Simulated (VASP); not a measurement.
# MgS (P6_3mc) in VASP: further runs

Runs on MgS. Level: PBEsol. Tasks: single point.

All numbers are computed with VASP 6.6.1; they aren't measurements. Logs are shortened: lines on timing, memory, paths and dates and some standing lists are left out, and cuts for length are marked.

## 1. The cell of the first run

The structure is hexagonal, space group P6_3mc (No. 186). The conventional cell has a = 3.952 Å, b = 3.952 Å, c = 6.301 Å, α = 90.00°, β = 90.00°, γ = 120.00°. Mg (site symmetry 3m) has 4 S at 2.40 to 2.42 Å within 3.2 Å. S (site symmetry 3m) has 4 Mg at 2.40 to 2.42 Å within 3.2 Å.

## 2. Single point, PBEsol

INCAR

```
PREC = Accurate ; ENCUT = 520
EDIFF = 1E-6 ; ISMEAR = 1
SIGMA = 0.01 ; LREAL = False
LASPH = True ; NELM = 60
ALGO = Normal ; ISIF = 2
LWAVE = False ; LCHARG = True
GGA = PS ; LELF = True
LVHAR = True ; NBANDS = 16
```

KPOINTS

```
regular mesh
0
Gamma
  5 5 3
```

POSCAR

```
MgS
1.0
    3.9522577059      0.0000000000      0.0000000000
   -1.9761288530      3.4227620266      0.0000000000
    0.0000000000      0.0000000000      6.3009819312
Mg S
2 2
Direct
    0.6666666667      0.3333333333      0.4957500000
    0.3333333333      0.6666666667      0.9957500000
    0.3333333333      0.6666666667      0.3792400000
    0.6666666667      0.3333333333      0.8792400000
```

Potentials or basis: VASP PAW PBE potentials, release 64 (Mg, S).

Command:

```bash
$ cat potpaw_PBE.64/Mg/POTCAR potpaw_PBE.64/S/POTCAR > POTCAR
$ mpirun -np 1 vasp_std > vasp.out
```

OUTCAR:

```text
PREC = Accurate
   ENCUT = 520
   EDIFF = 1E-6
   ISMEAR = 1
   LREAL = False
   LASPH = True
   NELM = 60
   ISIF = 2
   GGA = PS

 ion  position               nearest neighbor table
   1  0.667  0.333  0.496-   3 2.40   3 2.40   3 2.40   4 2.42
   2  0.333  0.667  0.996-   4 2.40   4 2.40   4 2.40   3 2.42
   3  0.333  0.667  0.379-   1 2.40   1 2.40   1 2.40   2 2.42
   4  0.667  0.333  0.879-   2 2.40   2 2.40   2 2.40   1 2.42

  LATTYP: Found a hexagonal cell.
 ALAT       =     3.9522577059
 C/A-ratio  =     1.5942740580

  Lattice vectors:

 A1 = (   3.9522577059,   0.0000000000,   0.0000000000)
 A2 = (  -1.9761288530,   3.4227620266,   0.0000000000)
 A3 = (   0.0000000000,   0.0000000000,   6.3009819312)

Analysis of symmetry for initial positions (statically):
=====================================================================
 Subroutine PRICEL returns:
 Original cell was already a primitive cell.

 Routine SETGRP: Setting up the symmetry group for a
 hexagonal supercell.

 Subroutine GETGRP returns: Found 12 space group operations
 (whereof  6 operations were pure point group operations)
 out of a pool of 24 trial point group operations.

The static configuration has the point symmetry C_3v.
 The point group associated with its full space group is C_6v.

Analysis of symmetry for dynamics (positions and initial velocities):
=====================================================================
 Subroutine PRICEL returns:
 Original cell was already a primitive cell.

 Routine SETGRP: Setting up the symmetry group for a
 hexagonal supercell.

 Subroutine GETGRP returns: Found 12 space group operations
 (whereof  6 operations were pure point group operations)
 out of a pool of 24 trial point group operations.

The dynamic configuration has the point symmetry C_3v.
 The point group associated with its full space group is C_6v.

 Subroutine INISYM returns: Found 12 space group operations
 (whereof  6 operations are pure point group operations),
 and found     1 'primitive' translations

----------------------------------------------------------------------------------------

                                     Primitive cell

  volume of cell :      85.2374

  direct lattice vectors                    reciprocal lattice vectors
     3.952257706  0.000000000  0.000000000     0.253019938  0.146080854  0.000000000
    -1.976128853  3.422762027  0.000000000     0.000000000  0.292161708  0.000000000
     0.000000000  0.000000000  6.300981931     0.000000000  0.000000000  0.158705423

  length of vectors
     3.952257706  3.952263293  6.300981931     0.292162121  0.292161708  0.158705423

  position of ions in fractional coordinates (direct lattice)
     0.666666667  0.333333333  0.495750000
     0.333333333  0.666666667  0.995750000
     0.333333333  0.666666667  0.379240000
     0.666666667  0.333333333  0.879240000

  ion indices of the primitive-cell ions
   primitive index   ion index
                 1           1
                 2           2
                 3           3
                 4           4

----------------------------------------------------------------------------------------

 KPOINTS: regular mesh

Automatic generation of k-mesh.
 Grid dimensions read from file:
 generate k-points for:    5    5    3

 Generating k-lattice:

  Cartesian coordinates                     Fractional coordinates (reciprocal lattice)
     0.050603988  0.029216171  0.000000000     0.200000000  0.000000000  0.000000000
     0.000000000  0.058432342  0.000000000     0.000000000  0.200000000  0.000000000
     0.000000000  0.000000000  0.052901808     0.000000000  0.000000000  0.333333333

  Length of vectors
     0.058432424  0.058432342  0.052901808

  Shift w.r.t. Gamma in fractional coordinates (k-lattice)
     0.000000000  0.000000000  0.000000000

 Subroutine IBZKPT returns following result:
 ===========================================

 Found     10 irreducible k-points:

 Following reciprocal coordinates:
            Coordinates               Weight
  0.000000  0.000000  0.000000      1.000000
  0.200000 -0.000000  0.000000      6.000000
  0.400000 -0.000000  0.000000      6.000000
  0.200000  0.200000  0.000000      6.000000
  0.400000  0.200000  0.000000      6.000000
  0.000000  0.000000  0.333333      2.000000
  0.200000 -0.000000  0.333333     12.000000
  0.400000 -0.000000  0.333333     12.000000
  0.200000  0.200000  0.333333     12.000000
  0.400000  0.200000  0.333333     12.000000
   k-points           NKPTS =     10   k-points in BZ     NKDIM =     10   number of bands    NBANDS=     16
   number of dos      NEDOS =    301   number of ions     NIONS =      4
   total plane-waves  NPLWV =  43200
   dimension x,y,z NGX =    30 NGY =   30 NGZ =   48
   dimension x,y,z NGXF=    60 NGYF=   60 NGZF=   96
   ions per type =               2   2
   NGX,Y,Z   is equivalent  to a cutoff of  12.62, 12.62, 12.66 a.u.
   NGXF,Y,Z  is equivalent  to a cutoff of  25.24, 25.24, 25.33 a.u.
 SYSTEM =  unknown system
   PREC   = accura    normal or accurate (medium, high low for compatibility)
   ISTART =      0    job   : 0-new  1-cont  2-samecut
   ICHARG =      2    charge: 1-file 2-atom 10-const
   ISPIN  =      1    spin polarized calculation?
   LNONCOLLINEAR =      F non collinear calculations
   LSORBIT =      F    spin-orbit coupling
   LASPH  =      T    aspherical Exc in radial PAW
   ENCUT  =  520.0 eV  38.22 Ry    6.18 a.u.   7.35  7.35 11.72*2*pi/ulx,y,z
   NELM   =     60;   NELMIN=  2; NELMDL= -5     # of ELM steps
   EDIFF  = 0.1E-05   stopping-criterion for ELM
   LREAL  =      F    real-space projection
   EDIFFG = 0.1E-04   stopping-criterion for IOM
   NSW    =      0    number of steps for IOM
   IBRION =     -1    ionic relax: 0-MD 1-quasi-New 2-CG
   NFREE  =      0    steps in history (QN), initial steepest desc. (CG)
   ISIF   =      2    stress and relaxation
   ISYM   =      2    0-nonsym 1-usesym 2-fastsym
   POTIM  = 0.5000    time-step for ionic-motion
   TEBEG  =    0.0;   TEEND  =   0.0 temperature during run
   PSTRESS=    0.0 pullay stress
   NELECT =      16.0000    total number of electrons
   NUPDOWN=      -1.0000    fix difference up-down
   EMIN   =  10.00;   EMAX   =-10.00  energy-range for DOS
   EFERMI =   0.00;   METHOD = LEGACY
   ISMEAR =     1;   SIGMA  =   0.01  broadening in eV -4-tet -1-fermi 0-gaus
   EFERMI_NEDOS =   21; number of points for ismear=-14 and -15
   IALGO  =     38    algorithm
   IMIX   =      4    mixing-type and parameters
     AMIX     =   0.40;   BMIX     =  1.00
     AMIX_MAG =   1.60;   BMIX_MAG =  1.00
  volume/ion in A,a.u.               =      21.31       143.80
  Fermi-wavevector in a.u.,A,eV,Ry     =   0.937356  1.771347 11.954583  0.878637
  Thomas-Fermi vector in A             =   2.064459
   LORBIT       =      0    0 simple, 1 ext, 2 COOP (PROOUT), +10 PAW based schemes
   GGA     = PS    functional components
   LHFCALC =     F    Hartree Fock is set to
   AEXX    =    0.0000 exact exchange contribution
   IVDW    =     0    specifies the selected vdW correction
   LEPSILON=     F    determine dielectric tensor
   LRPA    =     F    only Hartree local field effects (RPA)
 non-spin polarized calculation
 Methfessel and Paxton  Order N= 1 SIGMA  =   0.01
  energy-cutoff  :      520.00
  volume of cell :       85.24
 maximum number of plane-waves:      2321
 NGX is ok and might be reduce to    30
   NGX = 15   NGY = 15   NGZ = 23

 number of electron      15.9999998 magnetization

 Free energy of the ion-electron system (eV)
  ---------------------------------------------------
  ext. energy  EPLUGINS =         0.00000000
  ---------------------------------------------------
  free energy    TOTEN  =       -17.81656152 eV

  energy without entropy =      -17.81656925  energy(sigma->0) =      -17.81656410

 E-fermi :   1.5567     XC(G=0):  -8.8109

 val. band max:        1.5483172573   @ k =   0.0000   0.0000   0.0000
 cond. band min:       5.1232284402   @ k =   0.0000   0.0000   0.0000
 fundamental gap:      3.5749111829
 Fermi energy:         1.5567360795

 k-point     1 :       0.0000    0.0000    0.0000
  band No.  band energies     occupation
      1     -10.0925      2.00000
      2      -9.2440      2.00000
      3      -1.9623      2.00000
      4       0.9226      2.00000
      5       0.9226      2.00000
      6       1.3746      2.00000
[... 8 lines left out ...]
     15      10.1242      0.00000
     16      10.8742      0.00000

 k-point     2 :       0.2000   -0.0000    0.0000
  band No.  band energies     occupation
      1      -9.8786      2.00000
      2      -9.1432      2.00000
      3      -1.6332      2.00000
      4      -0.1816      2.00000
      5       0.2880      2.00000
      6       0.6197      2.00000
[... 8 lines left out ...]
     15      10.2748      0.00000
     16      10.3804      0.00000

 k-point     3 :       0.4000   -0.0000    0.0000
  band No.  band energies     occupation
      1      -9.4300      2.00000
      2      -9.0294      2.00000
      3      -1.5309      2.00000
      4      -0.9294      2.00000
      5      -0.7500      2.00000
      6       0.2458      2.00000
[... 8 lines left out ...]
     15      10.6323      0.00000
     16      12.6239      0.00000

 k-point     4 :       0.2000    0.2000    0.0000
  band No.  band energies     occupation
      1      -9.5378      2.00000
      2      -9.0364      2.00000
      3      -1.0895      2.00000
      4      -0.8918      2.00000
      5      -0.7679      2.00000
      6       0.1371      2.00000
[... 8 lines left out ...]
     15      10.5880      0.00000
     16      11.2882      0.00000

 k-point     5 :       0.4000    0.2000    0.0000
  band No.  band energies     occupation
      1      -9.2276      2.00000
      2      -9.0465      2.00000
      3      -1.4765      2.00000
      4      -0.9394      2.00000
      5      -0.5075      2.00000
      6      -0.2724      2.00000
[... 8 lines left out ...]
     15      10.8516      0.00000
     16      12.5495      0.00000

 k-point     6 :       0.0000    0.0000    0.3333
  band No.  band energies     occupation
      1      -9.9078      2.00000
      2      -9.4881      2.00000
      3      -1.2737      2.00000
      4       0.3489      2.00000
      5       1.0297      2.00000
      6       1.0297      2.00000
[... 8 lines left out ...]
     15       9.5128      0.00000
     16       9.8520      0.00000

 k-point     7 :       0.2000   -0.0000    0.3333
  band No.  band energies     occupation
      1      -9.7142      2.00000
      2      -9.3491      2.00000
      3      -1.2104      2.00000
      4      -0.3320      2.00000
      5       0.2410      2.00000
      6       0.7671      2.00000
[... 8 lines left out ...]
     15      10.2885      0.00000
     16      10.3689      0.00000

 k-point     8 :       0.4000   -0.0000    0.3333
  band No.  band energies     occupation
      1      -9.3313      2.00000
      2      -9.1308      2.00000
      3      -1.7385      2.00000
      4      -1.4258      2.00000
      5       0.0998      2.00000
      6       0.4248      2.00000
[... 8 lines left out ...]
     15      11.2923      0.00000
     16      11.8852      0.00000

 k-point     9 :       0.2000    0.2000    0.3333
  band No.  band energies     occupation
      1      -9.4185      2.00000
      2      -9.1680      2.00000
      3      -1.3913      2.00000
      4      -1.1329      2.00000
      5       0.0502      2.00000
      6       0.1236      2.00000
[... 8 lines left out ...]
     15       9.8665      0.00000
     16      11.1724      0.00000

 k-point    10 :       0.4000    0.2000    0.3333
  band No.  band energies     occupation
      1      -9.1775      2.00000
      2      -9.0866      2.00000
      3      -1.6507      2.00000
      4      -1.4366      2.00000
      5      -0.5119      2.00000
      6       0.0058      2.00000
[... 8 lines left out ...]
     15      11.2256      0.00000
     16      11.8234      0.00000

------------------------ aborting loop because EDIFF is reached ----------------------------------------

  FORCE on cell =-STRESS in cart. coord.  units (eV):
  Direction    XX          YY          ZZ          XY          YZ          ZX
  --------------------------------------------------------------------------------------
  -------------------------------------------------------------------------------------
  Total        2.0341415      2.0341492      1.6795613     -0.0000000      0.0000000     -0.0000000
  in kB       38.2350404     38.2351845     31.5701202     -0.0000000      0.0000000     -0.0000000
  external PRESSURE =      36.0134483 kB  Pullay stress =       0.0000000 kB

 VOLUME and BASIS-vectors are now :
 -----------------------------------------------------------------------------
  energy-cutoff  :      520.00
  volume of cell :       85.24
      direct lattice vectors                 reciprocal lattice vectors
     3.952257706  0.000000000  0.000000000     0.253019938  0.146080854  0.000000000
    -1.976128853  3.422762027  0.000000000     0.000000000  0.292161708  0.000000000
     0.000000000  0.000000000  6.300981931     0.000000000  0.000000000  0.158705423

 POSITION                                       TOTAL-FORCE (eV/Angst)
 -----------------------------------------------------------------------------------
      1.97613      1.14092      3.12371        -0.000000     -0.000000      0.036875
     -0.00000      2.28184      6.27420         0.000000      0.000000      0.036875
     -0.00000      2.28184      2.38958         0.000000     -0.000000     -0.036875
      1.97613      1.14092      5.54008        -0.000000     -0.000000     -0.036875
 -----------------------------------------------------------------------------------
    total drift:                               -0.000000      0.000000     -0.000409

  FREE ENERGIE OF THE ION-ELECTRON SYSTEM (eV)
  ---------------------------------------------------
  free  energy   TOTEN  =       -17.8165615201 eV

  energy  without entropy=      -17.8165692506  energy(sigma->0) =      -17.81656410
```

Run time: 9.5 s. Hardware: 1 thread of AMD EPYC 9R45 (Zen 5), shared host; peak memory 0.16 GiB.

What came out:

```yaml
Free_energy: -17.8166 eV
Pressure: 3.6 GPa
Largest_force: 0.037 eV/Å
Band_gap_on_the_k_mesh: 3.57 eV, direct
```

Forces in eV/Å, atoms in the order of the input:
```
Mg   0.000  0.000  0.037
Mg   0.000  0.000  0.037
S    0.000  0.000 -0.037
S    0.000  0.000 -0.037
```

Caveat: the PAW data sets were made with another functional, which shifts forces and pressure a little.

## 3. Single point, PBEsol

This run uses another cell than the first one, of 21.76 Å³/atom, 1.021 times its volume.

INCAR

```
PREC = Accurate
ENCUT = 520
EDIFF = 1E-7
ISMEAR = 1
SIGMA = 0.01
LREAL = False
LASPH = True
NELM = 100
ALGO = Normal
ISIF = 2
LWAVE = False
LCHARG = False
GGA = PS
NBANDS = 16
```

KPOINTS

```
Automatic mesh
0
Gamma
  5 5 3
```

POSCAR

```
MgS
1.0
    3.9800914237      0.0000000000      0.0000000000
   -1.9900457119      3.4468667787      0.0000000000
    0.0000000000      0.0000000000      6.3453565054
Mg S
2 2
Direct
    0.6666666667      0.3333333333      0.4957500000
    0.3333333333      0.6666666667      0.9957500000
    0.3333333333      0.6666666667      0.3792400000
    0.6666666667      0.3333333333      0.8792400000
```

Potentials or basis: VASP PAW PBE potentials, release 64 (Mg, S).

Command:

```bash
$ cat potpaw_PBE.64/Mg/POTCAR potpaw_PBE.64/S/POTCAR > POTCAR
$ mpirun -np 1 vasp_std > vasp.out
```

Run time: 10 s. Hardware: 1 thread of AMD EPYC 9R45 (Zen 5), shared host; peak memory 0.16 GiB.

The run converged. Its results:

```
Free energy            : -17.8492 eV
Pressure               : 2.1 GPa
Largest force          : 0.040 eV/Å
Band gap on the k mesh : 3.47 eV, direct
```

Forces in eV/Å, atoms in the order of the input:
```
Mg   0.000  0.000  0.040
Mg   0.000  0.000  0.040
S    0.000  0.000 -0.040
S    0.000  0.000 -0.040
```

Stress tensor (GPa, compression positive):
```
2.31 0.00 0.00
0.00 2.31 0.00
0.00 0.00 1.76
```

Levels at points of the mesh, in eV from the valence-band top:
| k point | band 4 | band 5 | band 6 | band 7 | band 8 | band 9 | band 10 | band 11 | band 12 | band 13 |
| --- | --- | --- | --- | --- | --- | --- | --- | --- | --- | --- |
| (0.00, 0.00, 0.00) | -0.61 | -0.61 | -0.17 | -0.17 | 0.00 | 3.47 | 4.69 | 7.46 | 7.46 | 8.23 |

Caveat: the PAW data sets were made with another functional, which shifts forces and pressure a little.

## 4. Single point, PBEsol

This run uses another cell than the first one, of 22.22 Å³/atom, 1.043 times its volume.

INCAR

```
PREC = Accurate
ENCUT = 520
EDIFF = 1E-6
ISMEAR = 1
SIGMA = 0.01
LREAL = F
LASPH = T
NELM = 100
ALGO = Normal
ISIF = 2
LWAVE = F
LCHARG = T
GGA = PS
LELF = T
LVHAR = T
NBANDS = 16
```

KPOINTS

```
regular mesh
0
Gamma
  5 5 3
```

POSCAR

```
MgS
1.0
    4.0075411975      0.0000000000      0.0000000000
   -2.0037705988      3.4706390250      0.0000000000
    0.0000000000      0.0000000000      6.3891189677
Mg S
2 2
Direct
    0.6666666667      0.3333333333      0.4957500000
    0.3333333333      0.6666666667      0.9957500000
    0.3333333333      0.6666666667      0.3792400000
    0.6666666667      0.3333333333      0.8792400000
```

Command:

```bash
$ cat potpaw_PBE.64/Mg/POTCAR potpaw_PBE.64/S/POTCAR > POTCAR
$ mpirun -np 1 vasp_std > vasp.out
```

Wall time 9.7 s (1 thread of AMD EPYC 9R45 (Zen 5), shared host); peak memory 0.16 GiB.

The run converged. Its results:

```
Free energy            : -17.8660 eV
Pressure               : 0.8 GPa
Largest force          : 0.042 eV/Å
Band gap on the k mesh : 3.37 eV, direct
```

Forces on the atoms (eV/Å):
```
Mg   0.000  0.000  0.042
Mg   0.000  0.000  0.042
S    0.000  0.000 -0.042
S    0.000  0.000 -0.042
```

Stress tensor (GPa, compression positive):
```
0.95 0.00 0.00
0.00 0.95 0.00
0.00 0.00 0.50
```

Levels at points of the mesh, in eV from the valence-band top:
```
           k point  band 4  band 5  band 6  band 7  band 8  band 9  band 10  band 11  band 12  band 13
(0.00, 0.00, 0.00)   -0.60   -0.60   -0.17   -0.17    0.00    3.37     4.62     7.42     7.42     8.18
```

Caveat: the PAW data sets were made with another functional, which shifts forces and pressure a little. Expect the measured gap to be larger: semilocal functionals such as PBEsol lack the derivative discontinuity.

[end of part 1 of 2]
